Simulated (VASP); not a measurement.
# Ta2N (P-3m1) in VASP: further runs, part 2 of 2

VASP 6.6.1. The steps go on from the part before.

## Step 4: Single point, LDA (engineering shear strain xy +0.0000, normal strain along z -0.0233)

Contents of INCAR:

```
SYSTEM = Ta2N
PREC = Accurate
ENCUT = 520
EDIFF = 1E-6
ISMEAR = 0
SIGMA = 0.15
LREAL = .FALSE.
LASPH = .TRUE.
NELM = 80
ALGO = Normal
ISIF = 2
LWAVE = .FALSE.
LCHARG = .FALSE.
GGA = CA
NBANDS = 20
```

Contents of KPOINTS:

```
Automatic mesh
0
G
  15 15 8
  0 0 0
```

Contents of POSCAR:

```
Ta2N
1.0
    3.0618406011      0.0000000000      0.0000000000
   -1.5309203006      2.6516317429      0.0000000000
    0.0000000000      0.0000000000      4.6756217847
Ta N
2 1
Direct
    0.6666666667      0.3333333333      0.7466885012
    0.3333333333      0.6666666667      0.2533114988
    0.0000000000      0.0000000000      0.0000000000
```

Potentials or basis: VASP PAW LDA potentials, release 64 (Ta_pv, N).

Command:

```
$ cat potpaw_LDA.64/Ta_pv/POTCAR potpaw_LDA.64/N/POTCAR > POTCAR
$ mpirun -np 1 vasp_std > vasp.out
```

OUTCAR:

```text
SYSTEM = Ta2N
   PREC = Accurate
   ENCUT = 520
   EDIFF = 1E-6
   ISMEAR = 0
   LREAL = .FALSE.
   LASPH = .TRUE.
   NELM = 80
   ISIF = 2
   GGA = CA

 ion  position               nearest neighbor table
   1  0.667  0.333  0.747-   3 2.13   3 2.13   3 2.13   2 2.91   2 2.91   2 2.91   2 2.96   2 2.96
                             2 2.96
   2  0.333  0.667  0.253-   3 2.13   3 2.13   3 2.13   1 2.91   1 2.91   1 2.91   1 2.96   1 2.96
                             1 2.96
   3  0.000  0.000  0.000-   1 2.13   2 2.13   1 2.13   2 2.13   1 2.13   2 2.13

  LATTYP: Found a hexagonal cell.
 ALAT       =     3.0618406011
 C/A-ratio  =     1.5270624418

  Lattice vectors:

 A1 = (   3.0618406011,   0.0000000000,   0.0000000000)
 A2 = (  -1.5309203006,   2.6516317429,   0.0000000000)
 A3 = (   0.0000000000,   0.0000000000,   4.6756217847)

Analysis of symmetry for initial positions (statically):
=====================================================================
 Subroutine PRICEL returns:
 Original cell was already a primitive cell.

 Routine SETGRP: Setting up the symmetry group for a
 hexagonal supercell.

 Subroutine GETGRP returns: Found 12 space group operations
 (whereof 12 operations were pure point group operations)
[... 168 lines left out ...]

 val. band max:        8.0090707485   @ k =   0.0667   0.0667   0.1250
 cond. band min:       8.0283208775   @ k =   0.0000   0.3333   0.2500
 fundamental gap:      0.0192501290
 Fermi energy:         8.0118570130

 k-point     1 :       0.0000    0.0000    0.0000
  band No.  band energies     occupation
      1     -27.4976      2.00000
      2     -26.5555      2.00000
      3     -26.5555      2.00000
      4     -26.3749      2.00000
      5     -26.3749      2.00000
      6     -26.1819      2.00000
[... 541 lines left out ...]
     19      12.7530      0.00000
     20      14.6842      0.00000

 [... further k-points ...]

------------------------ aborting loop because EDIFF is reached ----------------------------------------

  FORCE on cell =-STRESS in cart. coord.  units (eV):
  Direction    XX          YY          ZZ          XY          YZ          ZX
  --------------------------------------------------------------------------------------
  -------------------------------------------------------------------------------------
  Total        1.8505021      1.8505021      3.1980526     -0.0000000      0.0000000      0.0000000
  in kB       78.1025129     78.1025129    134.9773910     -0.0000000      0.0000000      0.0000000
  external PRESSURE =      97.0608056 kB  Pullay stress =       0.0000000 kB

 VOLUME and BASIS-vectors are now :
 -----------------------------------------------------------------------------
  energy-cutoff  :      520.00
  volume of cell :       37.96
      direct lattice vectors                 reciprocal lattice vectors
     3.061840601  0.000000000  0.000000000     0.326600934  0.188563137  0.000000000
    -1.530920301  2.651631743  0.000000000     0.000000000  0.377126274  0.000000000
     0.000000000  0.000000000  4.675621785     0.000000000  0.000000000  0.213875297

 POSITION                                       TOTAL-FORCE (eV/Angst)
 -----------------------------------------------------------------------------------
      1.53092      0.88388      3.49123        -0.000000     -0.000000     -0.024455
     -0.00000      1.76775      1.18439         0.000000      0.000000      0.024455
      0.00000      0.00000      0.00000        -0.000000      0.000000      0.000000
 -----------------------------------------------------------------------------------
    total drift:                                0.000000     -0.000000      0.000000

  FREE ENERGIE OF THE ION-ELECTRON SYSTEM (eV)
  ---------------------------------------------------
  free  energy   TOTEN  =       -37.6187453700 eV

  energy  without entropy=      -37.6079894045  energy(sigma->0) =      -37.61336739
```

OSZICAR:

```text
N       E                     dE             d eps       ncg     rms          rms(c)
DAV:   1     0.212143423407E+03    0.21214E+03   -0.15027E+04  7680   0.140E+03
DAV:   2    -0.314263312998E+02   -0.24357E+03   -0.23718E+03  8708   0.398E+02
DAV:   3    -0.407546235137E+02   -0.93283E+01   -0.91771E+01  9720   0.706E+01
DAV:   4    -0.408634081291E+02   -0.10878E+00   -0.10823E+00  9336   0.716E+00
DAV:   5    -0.408645778269E+02   -0.11697E-02   -0.11688E-02  9492   0.611E-01    0.303E+01
DAV:   6    -0.380041749743E+02    0.28604E+01   -0.15489E+01  8784   0.250E+01    0.144E+01
DAV:   7    -0.376882195915E+02    0.31596E+00   -0.17303E+00  8496   0.810E+00    0.755E+00
DAV:   8    -0.376227793721E+02    0.65440E-01   -0.22793E-01  9204   0.374E+00    0.397E-01
DAV:   9    -0.376193525145E+02    0.34269E-02   -0.23315E-02  9148   0.995E-01    0.224E-01
DAV:  10    -0.376188581434E+02    0.49437E-03   -0.37872E-03  9192   0.489E-01    0.713E-02
DAV:  11    -0.376187559289E+02    0.10221E-03   -0.86517E-04  8816   0.173E-01    0.280E-02
DAV:  12    -0.376187455800E+02    0.10349E-04   -0.50855E-05  8672   0.508E-02    0.842E-03
DAV:  13    -0.376187457324E+02   -0.15236E-06   -0.12317E-05  9016   0.190E-02    0.467E-03
DAV:  14    -0.376187453700E+02    0.36231E-06   -0.22587E-06  6700   0.982E-03
   1 F= -.37618745E+02 E0= -.37613367E+02  d E =-.107560E-01
```

stdout:

```text
POSCAR found type information on POSCAR TaN
 POSCAR found :  2 types and       3 ions
 scaLAPACK will be used
 LDA part: xc-table for (Slater(with rela. corr.)+CA(PZ))
 , standard interpolation
 POSCAR, INCAR and KPOINTS ok, starting setup
 FFT: planning ... GRIDC
 FFT: planning ... GRID_SOFT
 FFT: planning ... GRID
 WAVECAR not read
 entering main loop
```

Wall time 73 s (1 thread of AMD EPYC 9R45 (Zen 5), shared host); peak memory 0.21 GiB.

Results:

* Free energy: -37.6187 eV
* Pressure: 9.7 GPa
* Largest force: 0.024 eV/Å
* Band gap on the k mesh: zero (an odd number of electrons rules out a gap without spin polarisation)

Forces on the atoms (eV/Å):
```
Ta   0.000  0.000 -0.024
Ta   0.000  0.000  0.024
N    0.000  0.000  0.000
```

Caveat: the cell differs from its parent crystal (engineering shear strain xy +0.0000, normal strain along z -0.0233); the cell stands under pressure; spin-orbit coupling is left out, which moves the levels of the heavy elements.

## Step 5: Single point, LDA (engineering shear strain xy +0.0000, normal strain along z +0.0233)

Contents of INCAR:

```
PREC = Accurate
ENCUT = 520
EDIFF = 1E-6
ISMEAR = 0
SIGMA = 0.15
LREAL = False
LASPH = True
NELM = 80
ALGO = Normal
ISIF = 2
LWAVE = False
LCHARG = False
GGA = CA
NBANDS = 20
```

Contents of KPOINTS:

```
Automatic mesh
0
Gamma
  15 15 8
```

POSCAR, as its differences from that of step 4:

```diff
@@ -4,3 +4,3 @@
    -1.5309203006      2.6516317429      0.0000000000
-    0.0000000000      0.0000000000      4.6756217847
+    0.0000000000      0.0000000000      4.8987035653
 Ta N
```

Potentials or basis: VASP PAW LDA potentials, release 64 (Ta_pv, N).

Command:

```
$ cat potpaw_LDA.64/Ta_pv/POTCAR potpaw_LDA.64/N/POTCAR > POTCAR
$ mpirun -np 1 vasp_std > vasp.out
```

OUTCAR:

```text
PREC = Accurate
   ENCUT = 520
   EDIFF = 1E-6
   ISMEAR = 0
   LREAL = False
   LASPH = True
   NELM = 80
   ISIF = 2
   GGA = CA

 ion  position               nearest neighbor table
   1  0.667  0.333  0.747-   3 2.16   3 2.16   3 2.16   2 2.99   2 2.99   2 2.99   2 3.05   2 3.05
                             2 3.05
   2  0.333  0.667  0.253-   3 2.16   3 2.16   3 2.16   1 2.99   1 2.99   1 2.99   1 3.05   1 3.05
                             1 3.05
   3  0.000  0.000  0.000-   1 2.16   2 2.16   1 2.16   2 2.16   1 2.16   2 2.16

  LATTYP: Found a hexagonal cell.
 ALAT       =     3.0618406011
 C/A-ratio  =     1.5999211597

  Lattice vectors:

 A1 = (   3.0618406011,   0.0000000000,   0.0000000000)
 A2 = (  -1.5309203006,   2.6516317429,   0.0000000000)
 A3 = (   0.0000000000,   0.0000000000,   4.8987035653)

Analysis of symmetry for initial positions (statically):
=====================================================================
 Subroutine PRICEL returns:
 Original cell was already a primitive cell.

 Routine SETGRP: Setting up the symmetry group for a
 hexagonal supercell.

 Subroutine GETGRP returns: Found 12 space group operations
 (whereof 12 operations were pure point group operations)
 out of a pool of 24 trial point group operations.

The static configuration has the point symmetry D_3d.

Analysis of symmetry for dynamics (positions and initial velocities):
=====================================================================
 Subroutine PRICEL returns:
 Original cell was already a primitive cell.

 Routine SETGRP: Setting up the symmetry group for a
 hexagonal supercell.

 Subroutine GETGRP returns: Found 12 space group operations
 (whereof 12 operations were pure point group operations)
 out of a pool of 24 trial point group operations.

The dynamic configuration has the point symmetry D_3d.

 Subroutine INISYM returns: Found 12 space group operations
 (whereof 12 operations are pure point group operations),
[... 115 lines left out ...]
   IALGO  =     38    algorithm
   IMIX   =      4    mixing-type and parameters
     AMIX     =   0.40;   BMIX     =  1.00
     AMIX_MAG =   1.60;   BMIX_MAG =  1.00
  volume/ion in A,a.u.               =      13.26        89.46
  Fermi-wavevector in a.u.,A,eV,Ry     =   1.438811  2.718959 28.166472  2.070177
  Thomas-Fermi vector in A             =   2.557736
   LORBIT       =      0    0 simple, 1 ext, 2 COOP (PROOUT), +10 PAW based schemes
   GGA     = CA    functional components
   LHFCALC =     F    Hartree Fock is set to
   AEXX    =    0.0000 exact exchange contribution
   IVDW    =     0    specifies the selected vdW correction
   LEPSILON=     F    determine dielectric tensor
   LRPA    =     F    only Hartree local field effects (RPA)
 non-spin polarized calculation
 Gauss-broadening in eV      SIGMA  =   0.15
  energy-cutoff  :      520.00
  volume of cell :       39.77
 maximum number of plane-waves:      1092
 NGX is ok and might be reduce to    24
   NGX = 11   NGY = 11   NGZ = 19

 number of electron      27.0000004 magnetization

 Free energy of the ion-electron system (eV)
  ---------------------------------------------------
  ext. energy  EPLUGINS =         0.00000000
  ---------------------------------------------------
  free energy    TOTEN  =       -37.63870030 eV

  energy without entropy =      -37.62398407  energy(sigma->0) =      -37.63134219

 E-fermi :   7.5644     XC(G=0): -13.1872

 val. band max:        7.5497966061   @ k =   0.2000   0.0667   0.5000
 cond. band min:       7.5732130457   @ k =   0.1333   0.0000   0.0000
 fundamental gap:      0.0234164396
 Fermi energy:         7.5644423809

 k-point     1 :       0.0000    0.0000    0.0000
  band No.  band energies     occupation
      1     -27.9214      2.00000
      2     -27.0877      2.00000
      3     -27.0877      2.00000
      4     -26.9653      2.00000
      5     -26.9653      2.00000
      6     -26.8906      2.00000
[... 541 lines left out ...]
     19      11.9691      0.00000
     20      13.8382      0.00000

 [... further k-points ...]

------------------------ aborting loop because EDIFF is reached ----------------------------------------

  FORCE on cell =-STRESS in cart. coord.  units (eV):
  Direction    XX          YY          ZZ          XY          YZ          ZX
  --------------------------------------------------------------------------------------
  -------------------------------------------------------------------------------------
  Total       -0.9309505     -0.9309505     -2.2013305      0.0000000      0.0000000      0.0000000
  in kB      -37.5025006    -37.5025006    -88.6786136      0.0000000      0.0000000      0.0000000
  external PRESSURE =     -54.5612049 kB  Pullay stress =       0.0000000 kB

 VOLUME and BASIS-vectors are now :
 -----------------------------------------------------------------------------
  energy-cutoff  :      520.00
  volume of cell :       39.77
      direct lattice vectors                 reciprocal lattice vectors
     3.061840601  0.000000000  0.000000000     0.326600934  0.188563137  0.000000000
    -1.530920301  2.651631743  0.000000000     0.000000000  0.377126274  0.000000000
     0.000000000  0.000000000  4.898703565     0.000000000  0.000000000  0.204135643

 POSITION                                       TOTAL-FORCE (eV/Angst)
 -----------------------------------------------------------------------------------
      1.53092      0.88388      3.65781         0.000000      0.000000     -0.066990
     -0.00000      1.76775      1.24090        -0.000000     -0.000000      0.066990
      0.00000      0.00000      0.00000        -0.000000      0.000000      0.000000
 -----------------------------------------------------------------------------------
    total drift:                                0.000000     -0.000000      0.000000

  FREE ENERGIE OF THE ION-ELECTRON SYSTEM (eV)
  ---------------------------------------------------
  free  energy   TOTEN  =       -37.6387003036 eV

  energy  without entropy=      -37.6239840692  energy(sigma->0) =      -37.63134219
```

Run time: 75 s. Hardware: 1 thread of AMD EPYC 9R45 (Zen 5), shared host; peak memory 0.22 GiB.

What came out:

- Free energy: -37.6387 eV
- Pressure: -5.5 GPa
- Largest force: 0.067 eV/Å
- Band gap on the k mesh: zero (an odd number of electrons rules out a gap without spin polarisation)

Forces in eV/Å, atoms in the order of the input:
```
Ta   0.000  0.000 -0.067
Ta   0.000  0.000  0.067
N    0.000  0.000  0.000
```

Caveat: the cell differs from its parent crystal (engineering shear strain xy +0.0000, normal strain along z +0.0233); the cell stands under tension; spin-orbit coupling is left out, which moves the levels of the heavy elements.

## Step 6: Summary

| cell | gap on the mesh (eV) | pressure (GPa) | largest force (eV/Å) |
| --- | --- | --- | --- |
| a = 3.062, b = 3.062, c = 4.452 Å, angles 90.0, 90.0, 120.0°, 3 atoms | none | 29.5 | 0.03 |
| a = 3.062, b = 3.062, c = 4.564 Å, angles 90.0, 90.0, 120.0°, 3 atoms | none | 19.0 | - |
| a = 3.062, b = 3.062, c = 4.676 Å, angles 90.0, 90.0, 120.0°, 3 atoms | none | 9.7 | 0.02 |
| a = 3.062, b = 3.062, c = 4.899 Å, angles 90.0, 90.0, 120.0°, 3 atoms | none | -5.5 | 0.07 |

Alike in all rows: task single point; level LDA; potentials or basis VASP PAW LDA potentials, release 64 (Ta_pv, N); no spin polarisation; k mesh 15 × 15 × 8; cutoff (eV) 520; smearing gaussian 0.15 eV.

Caveats: spin-orbit coupling is left out, which moves the levels of the heavy elements; the cell stands under pressure (at least some runs); the cell stands under tension (at least some runs).

Absolute energies hang on the potentials; compare differences alone.
